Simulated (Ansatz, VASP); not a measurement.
Two plane-wave programs on SnO2

```
Sn O
1.0
     3.21639    0.00000    0.00000
    -1.60819    2.78547    0.00000
     0.00000    0.00000    4.59427
Sn O
1 2
Direct
  0.00000 0.00000 0.50000
  0.33333 0.66667 0.71998
  0.66667 0.33333 0.28002
```

Alike in both runs: functional PBE; dispersion D3(BJ); k mesh 12 × 12 × 6; occupations gaussian, width 0.02 eV; no spin polarisation.

Ansatz relaxed the structure, and its values are those at the end. VASP's run is a single point on that final structure, the one shown.

|  | VASP | Ansatz |
| --- | --- | --- |
| version | VASP 6.6.1 | Ansatz 0.2.0 |
| potentials or method | VASP PAW PBE potentials, release 64 (Sn_d, O), cutoff 520 eV | scalar-relativistic, plane waves, PAW |
| valence electrons in the cell | 26 | 26 |

Ansatz gave:

```
gap on the k mesh at the Fermi level (eV) : 1.87
least direct gap on the mesh (eV)         : 1.93
pressure (GPa)                            : 0.0
rms of the force components (eV/Å)        : 0.001
```

Problem. What did VASP give for the same quantities?

Solution. gap on the k mesh at the Fermi level (eV): 1.85; least direct gap on the mesh (eV): 1.91; pressure (GPa): 0.6; rms of the force components (eV/Å): 0.025.
